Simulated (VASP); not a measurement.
A run of VASP 6.6.1 is set up as follows.

INCAR

```
SYSTEM = Mo
PREC = Accurate
ENCUT = 520
EDIFF = 1E-7
ISMEAR = 0
SIGMA = 0.15
LREAL = .False.
LASPH = .True.
NELM = 60
ALGO = Fast
ISIF = 2
LWAVE = .False.
LCHARG = .False.
NBANDS = 13
```

KPOINTS

```
regular mesh
0
Gamma
  22 22 22
  0 0 0
```

The input POSCAR:

```
Mo
1.0
   -0.9771251949      1.7038475367      1.7038475367
    1.7038475367     -0.9771251949      1.7038475367
    1.7038475367      1.7038475367     -0.9771251949
Mo
1
Direct
    0.0000000000      0.0000000000      0.0000000000
```

Potentials or basis: VASP PAW LDA potentials, release 64 (Mo_sv).

Launch:

```sh
$ cat potpaw_LDA.64/Mo_sv/POTCAR > POTCAR
$ mpirun -np 1 vasp_std > vasp.out
```

What does it give for the pressure?

-9.8 GPa.

Predict the band gap on the k mesh.

zero (bands 7 and 8 overlap by 2.44 eV).

Stress tensor (GPa, compression positive):
```
-9.78 -5.18 -5.18
-5.18 -9.78 -5.18
-5.18 -5.18 -9.78
```

Caveat: the cell stands under tension.
